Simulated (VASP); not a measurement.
Input of a VASP 6.6.1 run:

The input INCAR:

```
SYSTEM = Rh
PREC = Accurate
ENCUT = 500
EDIFF = 1E-6
ISMEAR = -1
SIGMA = 0.01
LREAL = .FALSE.
LASPH = .TRUE.
NELM = 120
ALGO = Normal
ISIF = 2
LWAVE = .FALSE.
LCHARG = .TRUE.
GGA = PE
LELF = .TRUE.
LVHAR = .TRUE.
NBANDS = 14
GGA_COMPAT = .FALSE.
```

The input KPOINTS:

```
regular mesh
0
G
  14 14 14
  0 0 0
```

POSCAR

```
Rh
1.0
    0.0000000000      1.7954800000      1.7954800000
    1.7954800000      0.0000000000      1.7954800000
    1.7954800000      1.7954800000      0.0000000000
Rh
1
Direct
    0.0000000000      0.0000000000      0.0000000000
```

Potentials or basis: VASP PAW PBE potentials, release 64 (Rh_pv).

The run is started by

```console
$ cat potpaw_PBE.64/Rh_pv/POTCAR > POTCAR
$ mpirun -np 1 vasp_std > vasp.out
```

(1) Predict the pressure.

## Answers

(1) 81.5 GPa.
